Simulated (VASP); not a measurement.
A run of VASP 6.6.1 is set up as follows.

INCAR

```
PREC = Accurate ; ENCUT = 600
EDIFF = 1E-6 ; ISMEAR = 0
SIGMA = 0.02 ; LREAL = False
LASPH = True ; NELM = 120
ALGO = Normal ; ISIF = 2
LWAVE = False ; LCHARG = False
GGA = PS ; NBANDS = 11
GGA_COMPAT = False
```

KPOINTS

```
Automatic mesh
0
Gamma
  15 15 15
  0.5 0.5 0.5
```

Contents of POSCAR:

```
C
1.0
    1.1973625286      0.6912975782      3.3136411413
   -1.1973625286      0.6912975782      3.3136411413
    0.0000000000     -1.3825951564      3.3136411413
C
2
Direct
    0.1490612973      0.1490612973      0.1490612973
    0.8509387027      0.8509387027      0.8509387027
```

Potentials or basis: VASP PAW PBE potentials, release 64 (C).

The run is started by

```bash
$ cat potpaw_PBE.64/C/POTCAR > POTCAR
$ mpirun -np 1 vasp_std > vasp.out
```

Q: Predict the largest force.

A: 5.684 eV/Å.

Q: Predict the pressure.

A: 15.1 GPa.

Stress tensor (GPa, compression positive):
```
 33.77   0.00   0.00
  0.00  33.77   0.00
  0.00   0.00 -22.22
```

Caveat: the stress differs along the axes, from -22 to 34 GPa; this functional lacks dispersion, which binds layers or chains, so the pressure and a relaxed spacing across them are unreliable; the PAW data sets were made with another functional, which shifts forces and pressure a little.
